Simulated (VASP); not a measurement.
# NaH (Pm-3m) in VASP: notebook, part 2 of 2

VASP 6.6.1. The steps go on from the part before.

### Step 3. Single point, r2SCAN

This run uses another cell than the first one, of 13.16 Å³/atom, 1.020 times its volume.

POSCAR reads:

```
NaH
1.0
    2.9746949280      0.0000000000      0.0000000000
    0.0000000000      2.9746949280      0.0000000000
    0.0000000000      0.0000000000      2.9746949280
Na H
1 1
Direct
    0.0000000000      0.0000000000      0.0000000000
    0.5000000000      0.5000000000      0.5000000000
```

INCAR.step1 reads:

```
  ALGO = Normal
  EDIFF = 1E-4
  ENCUT = 520
  GGA = PE
  ISMEAR = 0
  LASPH = T
  LCHARG = F
  LREAL = F
  LWAVE = T
  NBANDS = 11
  NELM = 100
  PREC = Accurate
  SIGMA = 0.01
```

INCAR.step2 reads:

```
  ALGO = Normal
  EDIFF = 1E-6
  ENCUT = 520
  ISIF = 2
  ISMEAR = 0
  ISTART = 1
  LASPH = T
  LCHARG = T
  LELF = T
  LMIXTAU = T
  LREAL = F
  LVHAR = T
  LWAVE = F
  METAGGA = R2SCAN
  NBANDS = 11
  NELM = 100
  PREC = Accurate
  SIGMA = 0.01
```

KPOINTS reads:

```
k-points
0
Gamma
  6 6 6
```

Potentials or basis: VASP PAW PBE potentials, release 64 (Na_pv, H).

Launch:

```bash
> cat potpaw_PBE.64/Na_pv/POTCAR potpaw_PBE.64/H/POTCAR > POTCAR
> cp INCAR.step1 INCAR
> mpirun -np 1 vasp_std > vasp.out
> cp INCAR.step2 INCAR
> mpirun -np 1 vasp_std > vasp.out
```

Run time: 14 s. Hardware: 1 thread of Intel Xeon Platinum 8259CL at 2.50GHz (Skylake/Cascade Lake), shared host; peak memory 0.13 GiB.

Results (log left out):

```
Free energy            : -7.2870 eV
Pressure               : -1.3 GPa
Band gap on the k mesh : 1.60 eV, indirect (least direct gap 5.04 eV)
```

Levels at points of the mesh, in eV from the valence-band top:
| k point | band 1 | band 2 | band 3 | band 4 | band 5 | band 6 | band 7 | band 8 |
| --- | --- | --- | --- | --- | --- | --- | --- | --- |
| (0.00, 0.00, 0.00) | -25.48 | -25.48 | -25.48 | -5.86 | 9.52 | 11.51 | 11.51 | 13.14 |
| (0.50, 0.00, 0.00) | -25.64 | -25.47 | -25.47 | -3.44 | 1.60 | 11.77 | 14.66 | 14.96 |
| (0.50, 0.50, 0.00) | -25.61 | -25.61 | -25.45 | -1.78 | 4.78 | 4.78 | 7.65 | 15.49 |
| (0.50, 0.50, 0.50) | -25.59 | -25.59 | -25.59 | 0.00 | 7.25 | 7.25 | 7.25 | 9.97 |

Caveat: the PAW data sets were made with another functional, which shifts forces and pressure a little.

### Step 4. Single point, r2SCAN

This run uses another cell than the first one, of 13.42 Å³/atom, 1.040 times its volume.

POSCAR reads:

```
NaH
1.0
    2.9940116701      0.0000000000      0.0000000000
    0.0000000000      2.9940116701      0.0000000000
    0.0000000000      0.0000000000      2.9940116701
Na H
1 1
Direct
    0.0000000000      0.0000000000      0.0000000000
    0.5000000000      0.5000000000      0.5000000000
```

INCAR.step1 reads:

```
SYSTEM = NaH
PREC     = Accurate       ! precision mode
ENCUT    = 520            ! plane-wave cutoff, eV
ISMEAR   = 0              ! smearing method
SIGMA    = 0.01           ! smearing width, eV
LREAL    = .FALSE.        ! projectors in reciprocal space
LASPH    = .TRUE.         ! aspherical terms in the spheres
NELM     = 100            ! most SCF steps
NBANDS   = 11             ! bands
GGA      = PE             ! functional
ALGO     = Normal         ! electronic algorithm
EDIFF    = 1E-4           ! SCF threshold, eV
LWAVE    = .TRUE.         ! write WAVECAR
LCHARG   = .FALSE.        ! write CHGCAR
```

INCAR.step2 reads:

```
SYSTEM = NaH
PREC     = Accurate       ! precision mode
ENCUT    = 520            ! plane-wave cutoff, eV
EDIFF    = 1E-7           ! SCF threshold, eV
ISMEAR   = 0              ! smearing method
SIGMA    = 0.01           ! smearing width, eV
LREAL    = .FALSE.        ! projectors in reciprocal space
LASPH    = .TRUE.         ! aspherical terms in the spheres
NELM     = 100            ! most SCF steps
ALGO     = Normal         ! electronic algorithm
ISIF     = 2              ! what is computed and relaxed
LWAVE    = .FALSE.        ! write WAVECAR
LCHARG   = .FALSE.        ! write CHGCAR
METAGGA  = R2SCAN         ! meta-GGA
LMIXTAU  = .TRUE.       
NBANDS   = 11             ! bands
ISTART   = 1
```

KPOINTS reads:

```
regular mesh
0
G
  6 6 6
  0 0 0
```

Launch:

```bash
> cat potpaw_PBE.64/Na_pv/POTCAR potpaw_PBE.64/H/POTCAR > POTCAR
> cp INCAR.step1 INCAR
> mpirun -np 1 vasp_std > vasp.out
> cp INCAR.step2 INCAR
> mpirun -np 1 vasp_std > vasp.out
```

It took 15 s on 1 thread of Intel Xeon Platinum 8259CL at 2.50GHz (Skylake/Cascade Lake), shared host; peak memory 0.13 GiB.

Results (log left out):

```
Free energy            : -7.2821 eV
Pressure               : -1.7 GPa
Band gap on the k mesh : 1.60 eV, indirect (least direct gap 4.98 eV)
```

Levels at points of the mesh, in eV from the valence-band top:
```csv
k point,band 1,band 2,band 3,band 4,band 5,band 6,band 7,band 8
"(0.00, 0.00, 0.00)",-25.48,-25.48,-25.48,-5.77,9.35,11.43,11.43,13.00
"(0.50, 0.00, 0.00)",-25.63,-25.47,-25.47,-3.38,1.60,11.61,14.55,14.83
"(0.50, 0.50, 0.00)",-25.60,-25.60,-25.45,-1.74,4.74,4.74,7.56,15.32
"(0.50, 0.50, 0.50)",-25.58,-25.58,-25.58,0.00,7.22,7.22,7.22,9.85
```

Caveat: the PAW data sets were made with another functional, which shifts forces and pressure a little. A k mesh can miss the band edges.

### Step 5. Single point, r2SCAN

This run uses another cell than the first one, of 13.68 Å³/atom, 1.060 times its volume.

POSCAR reads:

```
NaH
1.0
    3.0130823222      0.0000000000      0.0000000000
    0.0000000000      3.0130823222      0.0000000000
    0.0000000000      0.0000000000      3.0130823222
Na H
1 1
Direct
    0.0000000000      0.0000000000      0.0000000000
    0.5000000000      0.5000000000      0.5000000000
```

INCAR.step1 reads:

```
SYSTEM = NaH
  PREC = Accurate
  ENCUT = 520
  ISMEAR = 0
  SIGMA = 0.01
  LREAL = .False.
  LASPH = .True.
  NELM = 80
  NBANDS = 11
  GGA = PE
  ALGO = Normal
  EDIFF = 1E-4
  LWAVE = .True.
  LCHARG = .False.
```

INCAR.step2 reads:

```
SYSTEM = NaH
  PREC = Accurate
  ENCUT = 520
  EDIFF = 1E-6
  ISMEAR = 0
  SIGMA = 0.01
  LREAL = .False.
  LASPH = .True.
  NELM = 80
  ALGO = Normal
  ISIF = 2
  LWAVE = .False.
  LCHARG = .False.
  METAGGA = R2SCAN
  LMIXTAU = .True.
  NBANDS = 11
  ISTART = 1
```

KPOINTS reads:

```
regular mesh
0
Gamma
  6 6 6
  0 0 0
```

Potentials or basis: VASP PAW PBE potentials, release 64 (Na_pv, H).

Launch:

```bash
> cat potpaw_PBE.64/Na_pv/POTCAR potpaw_PBE.64/H/POTCAR > POTCAR
> cp INCAR.step1 INCAR
> mpirun -np 1 vasp_std > vasp.out
> cp INCAR.step2 INCAR
> mpirun -np 1 vasp_std > vasp.out
```

OUTCAR:

```text
SYSTEM = NaH
   PREC = Accurate
   ENCUT = 520
   EDIFF = 1E-6
   ISMEAR = 0
   LREAL = .False.
   LASPH = .True.
   NELM = 80
   ISIF = 2
   METAGGA = R2SCAN
   ISTART = 1

 ion  position               nearest neighbor table
   1  0.000  0.000  0.000-
   2  0.500  0.500  0.500-

  LATTYP: Found a simple cubic cell.
 ALAT       =     3.0130823222

  Lattice vectors:

 A1 = (   3.0130823222,   0.0000000000,   0.0000000000)
[... 459 lines left out ...]

------------------------ aborting loop because EDIFF is reached ----------------------------------------

  FORCE on cell =-STRESS in cart. coord.  units (eV):
  Direction    XX          YY          ZZ          XY          YZ          ZX
  --------------------------------------------------------------------------------------
  -------------------------------------------------------------------------------------
  Total       -0.3404073     -0.3404073     -0.3404073     -0.0000000      0.0000000     -0.0000000
  in kB      -19.9377669    -19.9377669    -19.9377669     -0.0000000      0.0000000     -0.0000000
  external PRESSURE =     -19.9377669 kB  Pullay stress =       0.0000000 kB

 VOLUME and BASIS-vectors are now :
 -----------------------------------------------------------------------------
  energy-cutoff  :      520.00
  volume of cell :       27.35
      direct lattice vectors                 reciprocal lattice vectors
     3.013082322  0.000000000  0.000000000     0.331886053  0.000000000  0.000000000
     0.000000000  3.013082322  0.000000000     0.000000000  0.331886053  0.000000000
     0.000000000  0.000000000  3.013082322     0.000000000  0.000000000  0.331886053

 POSITION                                       TOTAL-FORCE (eV/Angst)
 -----------------------------------------------------------------------------------
      0.00000      0.00000      0.00000         0.000000      0.000000      0.000000
      1.50654      1.50654      1.50654         0.000000      0.000000      0.000000
 -----------------------------------------------------------------------------------
    total drift:                                0.000000      0.000000      0.000000

  FREE ENERGIE OF THE ION-ELECTRON SYSTEM (eV)
  ---------------------------------------------------
  free  energy   TOTEN  =        -7.2760976357 eV

  energy  without entropy=       -7.2760976357  energy(sigma->0) =       -7.27609764
```

OUTCAR.step1:

```text
SYSTEM = NaH
   PREC = Accurate
   ENCUT = 520
   ISMEAR = 0
   LREAL = .False.
   LASPH = .True.
[... 495 lines left out ...]
      0.00000      0.00000      0.00000         0.000000      0.000000      0.000000
      1.50654      1.50654      1.50654         0.000000      0.000000      0.000000
 -----------------------------------------------------------------------------------
    total drift:                                0.000000      0.000000      0.000000

  FREE ENERGIE OF THE ION-ELECTRON SYSTEM (eV)
  ---------------------------------------------------
  free  energy   TOTEN  =        -4.7664287083 eV

  energy  without entropy=       -4.7664287083  energy(sigma->0) =       -4.76642871
```

It took 13 s on 1 thread of Intel Xeon Platinum 8259CL at 2.50GHz (Skylake/Cascade Lake), shared host; peak memory 0.13 GiB.

Results:

```
Free energy            : -7.2761 eV
Pressure               : -2.0 GPa
Band gap on the k mesh : 1.60 eV, indirect (least direct gap 4.92 eV)
```

Caveat: the PAW data sets were made with another functional, which shifts forces and pressure a little. A k mesh can miss the band edges.

### Step 6. Summary

| cell | gap on the mesh (eV) | pressure (GPa) |
| --- | --- | --- |
| a = 2.955 Å, 2 atoms | 1.60 | -0.9 |
| a = 2.975 Å, 2 atoms | 1.60 | -1.3 |
| a = 2.994 Å, 2 atoms | 1.60 | -1.7 |
| a = 3.013 Å, 2 atoms | 1.60 | -2.0 |

Alike in all rows: task single point; level r2SCAN; potentials or basis VASP PAW PBE potentials, release 64 (Na_pv, H); no spin polarisation; k mesh 6 × 6 × 6; cutoff (eV) 520; smearing gaussian 0.01 eV.

Caveats: the PAW data sets were made with another functional, which shifts forces and pressure a little.

Absolute energies hang on the potentials; compare differences alone.
